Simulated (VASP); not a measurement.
# Ga2O3 (C2/m) in VASP: single point with PBE

Aim: the single point of Ga2O3 with PBE.

All numbers are computed with VASP 6.6.1; they aren't measurements. Logs are shortened: lines on timing, memory, paths and dates and some standing lists are left out, and cuts for length are marked.

### 1 The cell of the first run

The structure is monoclinic, space group C2/m (No. 12). The conventional cell has a = 12.214 Å, b = 3.037 Å, c = 5.798 Å, α = 90.00°, β = 103.83°, γ = 90.00°. Within 2.4 Å of Ga (site symmetry m) lie 4 O at 1.83 to 1.86 Å. Ga (site symmetry m) has 6 O at 1.94 to 2.07 Å within 2.6 Å. O (site symmetry m) has 3 Ga at 1.83 to 1.94 Å within 2.4 Å. Within 2.5 Å of O (site symmetry m) lie 4 Ga at 1.86 to 2.07 Å. O (site symmetry m) has 3 Ga at 1.83 to 1.94 Å within 2.4 Å.

### 2 Single point, PBE

INCAR reads:

```
  PREC = Accurate
  ENCUT = 520
  EDIFF = 1E-6
  ISMEAR = 0
  SIGMA = 0.05
  LREAL = Auto
  LASPH = T
  NELM = 80
  ALGO = Normal
  ISIF = 2
  LWAVE = F
  LCHARG = T
  GGA = PE
  LELF = T
  LVHAR = T
  NBANDS = 202
  LUSENCCL = F
```

KPOINTS reads:

```
regular mesh
0
Gamma
  2 2 1
```

POSCAR reads:

```
Ga2O3
1.0
    0.0000000000     -6.0742000000     -0.0000010000
    4.7210110000      1.5185500000      5.6300090000
   -7.4929890000      1.5185500000      5.6300090000
Ga O
16 24
Direct
    0.1986500000      0.4878000000      0.3068000000
    0.4486500000      0.9878000000      0.8068000000
    0.6986500000      0.4878000000      0.3068000000
    0.9486500000      0.9878000000      0.8068000000
    0.0513500000      0.0122000000      0.1932000000
    0.3013500000      0.5122000000      0.6932000000
    0.5513500000      0.0122000000      0.1932000000
    0.8013500000      0.5122000000      0.6932000000
    0.0785050000      0.8156700000      0.4983500000
    0.3285050000      0.3156700000      0.9983500000
    0.5785050000      0.8156700000      0.4983500000
    0.8285050000      0.3156700000      0.9983500000
    0.1714950000      0.6843300000      0.0016500000
    0.4214950000      0.1843300000      0.5016500000
    0.6714950000      0.6843300000      0.0016500000
    0.9214950000      0.1843300000      0.5016500000
    0.0274500000      0.2194000000      0.8904000000
    0.5274500000      0.2194000000      0.8904000000
    0.2774500000      0.7194000000      0.3904000000
    0.7774500000      0.7194000000      0.3904000000
    0.2225500000      0.2806000000      0.6096000000
    0.7225500000      0.2806000000      0.6096000000
    0.4725500000      0.7806000000      0.1096000000
    0.9725500000      0.7806000000      0.1096000000
    0.1408000000      0.4549000000      0.1083000000
    0.3908000000      0.9549000000      0.6083000000
    0.6408000000      0.4549000000      0.1083000000
    0.8908000000      0.9549000000      0.6083000000
    0.1092000000      0.0451000000      0.3917000000
    0.3592000000      0.5451000000      0.8917000000
    0.6092000000      0.0451000000      0.3917000000
    0.8592000000      0.5451000000      0.8917000000
    0.0641500000      0.6242000000      0.6324000000
    0.5641500000      0.6242000000      0.6324000000
    0.3141500000      0.1242000000      0.1324000000
    0.8141500000      0.1242000000      0.1324000000
    0.1858500000      0.8758000000      0.8676000000
    0.6858500000      0.8758000000      0.8676000000
    0.4358500000      0.3758000000      0.3676000000
    0.9358500000      0.3758000000      0.3676000000
```

Potentials or basis: VASP PAW PBE potentials, release 64 (Ga_d, O).

Started as:

```bash
$ cat potpaw_PBE.64/Ga_d/POTCAR potpaw_PBE.64/O/POTCAR > POTCAR
$ mpirun -np 1 vasp_std > vasp.out
```

OUTCAR:

```text
PREC = Accurate
   ENCUT = 520
   EDIFF = 1E-6
   ISMEAR = 0
   LREAL = Auto
   LASPH = T
   NELM = 80
   ISIF = 2
   GGA = PE

 ion  position               nearest neighbor table
   1  0.199  0.488  0.307-  40 1.83  39 1.83  19 1.83  25 1.86
   2  0.449  0.988  0.807-  37 1.83  38 1.83  18 1.83  26 1.86
   3  0.699  0.488  0.307-  39 1.83  40 1.83  20 1.83  27 1.86
   4  0.949  0.988  0.807-  38 1.83  37 1.83  17 1.83  28 1.86
   5  0.051  0.012  0.193-  35 1.83  36 1.83  24 1.83  29 1.86
   6  0.301  0.512  0.693-  34 1.83  33 1.83  21 1.83  30 1.86
   7  0.551  0.012  0.193-  36 1.83  35 1.83  23 1.83  31 1.86
   8  0.801  0.512  0.693-  33 1.83  34 1.83  22 1.83  32 1.86
   9  0.079  0.816  0.498-  33 1.94  20 1.94  19 1.94  29 2.01  26 2.07  28 2.07
  10  0.329  0.316  0.998-  35 1.94  17 1.94  18 1.94  30 2.01  27 2.07  25 2.07
  11  0.579  0.816  0.498-  34 1.94  19 1.94  20 1.94  31 2.01  28 2.07  26 2.07
  12  0.829  0.316  0.998-  36 1.94  18 1.94  17 1.94  32 2.01  25 2.07  27 2.07
  13  0.171  0.684  0.002-  37 1.94  23 1.94  24 1.94  25 2.01  32 2.07  30 2.07
  14  0.421  0.184  0.502-  39 1.94  22 1.94  21 1.94  26 2.01  29 2.07  31 2.07
  15  0.671  0.684  0.002-  38 1.94  24 1.94  23 1.94  27 2.01  30 2.07  32 2.07
  16  0.921  0.184  0.502-  40 1.94  21 1.94  22 1.94  28 2.01  31 2.07  29 2.07
  17  0.027  0.219  0.890-   4 1.83  10 1.94  12 1.94
[... 9 lines left out ...]
  27  0.641  0.455  0.108-   3 1.86  15 2.01  10 2.07  12 2.07
  28  0.891  0.955  0.608-   4 1.86  16 2.01  11 2.07   9 2.07
  29  0.109  0.045  0.392-   5 1.86   9 2.01  14 2.07  16 2.07
  30  0.359  0.545  0.892-   6 1.86  10 2.01  15 2.07  13 2.07
  31  0.609  0.045  0.392-   7 1.86  11 2.01  16 2.07  14 2.07
  32  0.859  0.545  0.892-   8 1.86  12 2.01  13 2.07  15 2.07
  33  0.064  0.624  0.632-   8 1.83   6 1.83   9 1.94
  34  0.564  0.624  0.632-   6 1.83   8 1.83  11 1.94
  35  0.314  0.124  0.132-   5 1.83   7 1.83  10 1.94
  36  0.814  0.124  0.132-   7 1.83   5 1.83  12 1.94
  37  0.186  0.876  0.868-   2 1.83   4 1.83  13 1.94
  38  0.686  0.876  0.868-   4 1.83   2 1.83  15 1.94
  39  0.436  0.376  0.368-   3 1.83   1 1.83  14 1.94
  40  0.936  0.376  0.368-   1 1.83   3 1.83  16 1.94

  LATTYP: Found a triclinic cell.
 ALAT       =     7.5027288572
 B/A-ratio  =     2.4549226804
 C/A-ratio  =     1.5977280206
 COS(alpha) =     0.0118417965
 COS(beta)  =     0.6106394271
 COS(gamma) =     0.7578656764

  Lattice vectors:

 A1 = (  -4.7210110000,  -1.5185500000,  -5.6300090000)
 A2 = ( -16.9350110000,   4.5556500000,  -5.6300080000)
 A3 = (   2.7719780000,  -3.0371000000, -11.2600180000)

Analysis of symmetry for initial positions (statically):
=====================================================================
 Subroutine PRICEL returns following result:

  LATTYP: Found a base centered monoclinic cell.
 ALAT       =    12.2140000000
 B/A-ratio  =     0.2486572785
 C/A-ratio  =     0.4747093529
 COS(beta)  =    -0.2390419260

  Lattice vectors:

 A1 = (   6.1070000000,  -1.5185500000,  -0.0000002500)
 A2 = (   6.1070000000,   1.5185500000,   0.0000002500)
 A3 = (  -1.3859890000,   0.0000000000,   5.6300087500)

   4 primitive cells build up your supercell.

 Routine SETGRP: Setting up the symmetry group for a
 triclinic supercell.

 Subroutine GETGRP returns: Found  2 space group operations
 (whereof  2 operations were pure point group operations)
 out of a pool of  2 trial point group operations.

The static configuration has the point symmetry S_2 .

Analysis of symmetry for dynamics (positions and initial velocities):
=====================================================================
 Subroutine PRICEL returns following result:

  LATTYP: Found a base centered monoclinic cell.
 ALAT       =    12.2140000000
 B/A-ratio  =     0.2486572785
 C/A-ratio  =     0.4747093529
 COS(beta)  =    -0.2390419260

  Lattice vectors:

 A1 = (   6.1070000000,  -1.5185500000,  -0.0000002500)
 A2 = (   6.1070000000,   1.5185500000,   0.0000002500)
 A3 = (  -1.3859890000,   0.0000000000,   5.6300087500)

   4 primitive cells build up your supercell.

 Routine SETGRP: Setting up the symmetry group for a
 triclinic supercell.

 Subroutine GETGRP returns: Found  2 space group operations
 (whereof  2 operations were pure point group operations)
 out of a pool of  2 trial point group operations.

The dynamic configuration has the point symmetry S_2 .

 Subroutine INISYM returns: Found  2 space group operations
 (whereof  2 operations are pure point group operations),
 and found     4 'primitive' translations
[... 22 lines left out ...]
     0.173300000  0.173300000  0.563200000
     0.826700000  0.826700000  0.436800000
     0.495900000  0.495900000  0.256600000
     0.504100000  0.504100000  0.743400000

  ion indices of the primitive-cell ions
   primitive index   ion index
                 1           1
                 2           6
                 3          10
                 4          13
                 5          19
                 6          21
                 7          25
                 8          30
                 9          33
                10          39

----------------------------------------------------------------------------------------

 KPOINTS: regular mesh

Automatic generation of k-mesh.
 Grid dimensions read from file:
 generate k-points for:    2    2    1

 Generating k-lattice:

  Cartesian coordinates                     Fractional coordinates (reciprocal lattice)
     0.000000000 -0.082315370  0.022202452     0.500000000  0.000000000  0.000000000
     0.040936630 -0.000000009  0.054482636     0.000000000  0.500000000  0.000000000
    -0.081873260 -0.000000011  0.068654345    -0.000000000  0.000000000  1.000000000

  Length of vectors
     0.085257076  0.068148113  0.106848724

  Shift w.r.t. Gamma in fractional coordinates (k-lattice)
     0.000000000  0.000000000  0.000000000

 Subroutine IBZKPT returns following result:
 ===========================================

 Found      4 irreducible k-points:

 Following reciprocal coordinates:
            Coordinates               Weight
  0.000000  0.000000  0.000000      1.000000
  0.500000  0.000000  0.000000      1.000000
  0.000000  0.500000  0.000000      1.000000
  0.500000  0.500000  0.000000      1.000000
   k-points           NKPTS =      4   k-points in BZ     NKDIM =      4   number of bands    NBANDS=    202
   number of dos      NEDOS =    301   number of ions     NIONS =     40
   total plane-waves  NPLWV = 193536
   dimension x,y,z NGX =    48 NGY =   56 NGZ =   72
   dimension x,y,z NGXF=    96 NGYF=  112 NGZF=  144
   ions per type =              16  24
   NGX,Y,Z   is equivalent  to a cutoff of  13.14, 12.41, 12.61 a.u.
   NGXF,Y,Z  is equivalent  to a cutoff of  26.27, 24.82, 25.21 a.u.
 SYSTEM =  unknown system
   PREC   = accura    normal or accurate (medium, high low for compatibility)
   ISTART =      0    job   : 0-new  1-cont  2-samecut
   ICHARG =      2    charge: 1-file 2-atom 10-const
   ISPIN  =      1    spin polarized calculation?
   LNONCOLLINEAR =      F non collinear calculations
   LSORBIT =      F    spin-orbit coupling
   LASPH  =      T    aspherical Exc in radial PAW
   ENCUT  =  520.0 eV  38.22 Ry    6.18 a.u.  11.29 13.95 17.65*2*pi/ulx,y,z
   NELM   =     80;   NELMIN=  2; NELMDL= -5     # of ELM steps
   EDIFF  = 0.1E-05   stopping-criterion for ELM
   LREAL  =      T    real-space projection
   EDIFFG = 0.1E-04   stopping-criterion for IOM
   NSW    =      0    number of steps for IOM
   IBRION =     -1    ionic relax: 0-MD 1-quasi-New 2-CG
   NFREE  =      0    steps in history (QN), initial steepest desc. (CG)
   ISIF   =      2    stress and relaxation
   ISYM   =      2    0-nonsym 1-usesym 2-fastsym
   POTIM  = 0.5000    time-step for ionic-motion
   TEBEG  =    0.0;   TEEND  =   0.0 temperature during run
   PSTRESS=    0.0 pullay stress
   NELECT =     352.0000    total number of electrons
   NUPDOWN=      -1.0000    fix difference up-down
   EMIN   =  10.00;   EMAX   =-10.00  energy-range for DOS
   EFERMI =   0.00;   METHOD = LEGACY
   ISMEAR =     0;   SIGMA  =   0.05  broadening in eV -4-tet -1-fermi 0-gaus
   EFERMI_NEDOS =   21; number of points for ismear=-14 and -15
   IALGO  =     38    algorithm
   IMIX   =      4    mixing-type and parameters
     AMIX     =   0.40;   BMIX     =  1.00
     AMIX_MAG =   1.60;   BMIX_MAG =  1.00
  volume/ion in A,a.u.               =      10.44        70.47
  Fermi-wavevector in a.u.,A,eV,Ry     =   1.546335  2.922150 32.533613  2.391153
  Thomas-Fermi vector in A             =   2.651586
   LORBIT       =      0    0 simple, 1 ext, 2 COOP (PROOUT), +10 PAW based schemes
   GGA     = PE    functional components
   LHFCALC =     F    Hartree Fock is set to
   AEXX    =    0.0000 exact exchange contribution
   IVDW    =     0    specifies the selected vdW correction
   LEPSILON=     F    determine dielectric tensor
   LRPA    =     F    only Hartree local field effects (RPA)
 non-spin polarized calculation
 Gauss-broadening in eV      SIGMA  =   0.05
  energy-cutoff  :      520.00
  volume of cell :      417.69
 maximum number of plane-waves:     11276
 NGX is ok and might be reduce to    48
   NGX = 23   NGY = 27   NGZ = 35

 number of electron     352.0000137 magnetization

 Free energy of the ion-electron system (eV)
  ---------------------------------------------------
  ext. energy  EPLUGINS =         0.00000000
  ---------------------------------------------------
  free energy    TOTEN  =      -237.86710380 eV

  energy without entropy =     -237.86710380  energy(sigma->0) =     -237.86710380

 E-fermi :   4.2005     XC(G=0): -11.6418

 val. band max:        3.8996908284   @ k =   0.0000   0.0000   0.0000
 cond. band min:       6.3227212687   @ k =   0.0000   0.0000   0.0000
 fundamental gap:      2.4230304403
 Fermi energy:         4.2004578535

 k-point     1 :       0.0000    0.0000    0.0000
  band No.  band energies     occupation
      1     -15.0528      2.00000
      2     -14.6335      2.00000
      3     -14.2299      2.00000
      4     -14.0511      2.00000
      5     -13.8841      2.00000
      6     -13.8593      2.00000
[... 753 lines left out ...]
    187      10.9839      0.00000
    188      10.9839      0.00000
 [bands above 188 left out]

------------------------ aborting loop because EDIFF is reached ----------------------------------------

  FORCE on cell =-STRESS in cart. coord.  units (eV):
  Direction    XX          YY          ZZ          XY          YZ          ZX
  --------------------------------------------------------------------------------------
  -------------------------------------------------------------------------------------
  Total       25.4162709     28.7821341     24.8683727      0.0402990      0.0224989      0.4562867
  in kB       97.4914073    110.4021424     95.3897866      0.1545783      0.0863009      1.7502186
  external PRESSURE =     101.0944454 kB  Pullay stress =       0.0000000 kB

 VOLUME and BASIS-vectors are now :
 -----------------------------------------------------------------------------
  energy-cutoff  :      520.00
  volume of cell :      417.69
      direct lattice vectors                 reciprocal lattice vectors
     0.000000000 -6.074200000 -0.000001000     0.000000000 -0.164630741  0.044404904
     4.721011000  1.518550000  5.630009000     0.081873260 -0.000000018  0.108965273
    -7.492989000  1.518550000  5.630009000    -0.081873260 -0.000000011  0.068654345

 POSITION                                       TOTAL-FORCE (eV/Angst)
 -----------------------------------------------------------------------------------
      0.00406      0.00000      4.47360         0.105412      0.001670      0.067132
     -1.38193      0.00000     10.10361         0.105412      0.001670      0.067132
      0.00406     -3.03710      4.47360         0.105412      0.001670      0.067132
     -1.38193     -3.03710     10.10361         0.105412      0.001670      0.067132
     -1.39005      0.00000      1.15640        -0.105412     -0.001670     -0.067132
     -2.77604     -0.00000      6.78641        -0.105412     -0.001670     -0.067132
[... 32 lines left out ...]
     -0.98027     -1.51855      4.18535        -0.158974     -0.001282     -0.056953
     -0.98027     -4.55565      4.18535        -0.158974     -0.001282     -0.056953
 -----------------------------------------------------------------------------------
    total drift:                                0.000000     -0.000000      0.000000

  FREE ENERGIE OF THE ION-ELECTRON SYSTEM (eV)
  ---------------------------------------------------
  free  energy   TOTEN  =      -237.8671037973 eV

  energy  without entropy=     -237.8671037973  energy(sigma->0) =     -237.86710380
```

It took 3.2 min on 1 × NVIDIA H100 80GB with 1 thread of AMD EPYC 7R13 (Zen 3), shared host; peak memory 1.6 GiB.

Results:

| Property | Result |
| --- | --- |
| Free energy | -237.8671 eV |
| Pressure | 10.1 GPa |
| Largest force | 0.238 eV/Å |
| Band gap on the k mesh | 2.42 eV |

Forces on the atoms (eV/Å):
```
Ga   0.105  0.002  0.067
Ga   0.105  0.002  0.067
Ga   0.105  0.002  0.067
Ga   0.105  0.002  0.067
Ga  -0.105 -0.002 -0.067
Ga  -0.105 -0.002 -0.067
Ga  -0.105 -0.002 -0.067
Ga  -0.105 -0.002 -0.067
Ga  -0.039  0.001  0.053
Ga  -0.039  0.001  0.053
Ga  -0.039  0.001  0.053
Ga  -0.039  0.001  0.053
Ga   0.039 -0.001 -0.053
Ga   0.039 -0.001 -0.053
Ga   0.039 -0.001 -0.053
Ga   0.039 -0.001 -0.053
O    0.216 -0.009 -0.100
O    0.216 -0.009 -0.100
O    0.216 -0.009 -0.100
O    0.216 -0.009 -0.100
O   -0.216  0.009  0.100
O   -0.216  0.009  0.100
O   -0.216  0.009  0.100
O   -0.216  0.009  0.100
O   -0.038  0.003 -0.053
O   -0.038  0.003 -0.053
O   -0.038  0.003 -0.053
O   -0.038  0.003 -0.053
O    0.038 -0.003  0.053
O    0.038 -0.003  0.053
O    0.038 -0.003  0.053
O    0.038 -0.003  0.053
O    0.159  0.001  0.057
O    0.159  0.001  0.057
O    0.159  0.001  0.057
O    0.159  0.001  0.057
O   -0.159 -0.001 -0.057
O   -0.159 -0.001 -0.057
O   -0.159 -0.001 -0.057
O   -0.159 -0.001 -0.057
```

Caveat: the k points lie up to 0.67 Å⁻¹ apart. As with any semilocal functional, this PBE gap is likely too small.
